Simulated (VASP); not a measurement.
## Au: single point with r2SCAN

Crystal: Au.

```
Au
1.0
    -1.61584    1.61584    1.65727
     1.61584   -1.61584    1.65727
     1.61584    1.61584   -1.65727
Au
1
Direct
  0.00000 0.00000 0.00000
```

This cell differs from its parent crystal: strain -0.025 along x and y, +0.000 along z.

```
Program                : VASP 6.6.1
Task                   : single point
Functional             : r2SCAN
Potentials or basis    : VASP PAW PBE potentials, release 64 (Au)
Cutoff                 : 520 eV
k mesh                 : 20 × 20 × 20
Occupations            : gaussian, width 0.15 eV
Spin                   : no spin polarisation
Dipole correction      : no
Further INCAR settings : ALGO = Normal; EDIFF = 1e-06; NBANDS = 12
```

| Property | Result |
| --- | --- |
| Pressure | 2.8 GPa |

Levels at points of the mesh, in eV from the Fermi level:
```tsv
k point	band 3	band 4	band 5	band 6	band 7	band 8	band 9	band 10
(0.00, 0.00, 0.00)	-5.18	-5.02	-3.30	-3.11	17.06	17.51	17.51	24.36
(0.50, 0.00, 0.00)	-3.44	-3.02	-1.64	-0.52	3.47	13.16	14.55	22.78
(0.50, 0.50, 0.00)	-3.21	-2.95	-1.60	-0.37	3.69	12.79	13.95	21.98
(0.50, 0.50, 0.50)	-2.05	-1.99	-1.99	6.08	6.83	6.83	9.87	16.27
```

It took 4.7 min on 1 thread of Intel(R) Xeon(R) 6975P-C (Granite Rapids), with other jobs on the host, peak memory 0.25 GiB.

Caveat: the cell differs from its parent crystal (strain -0.025 along x and y, +0.000 along z); the PAW data sets were made with another functional, which shifts forces and pressure a little; spin-orbit coupling is left out, which moves the levels of the heavy elements.
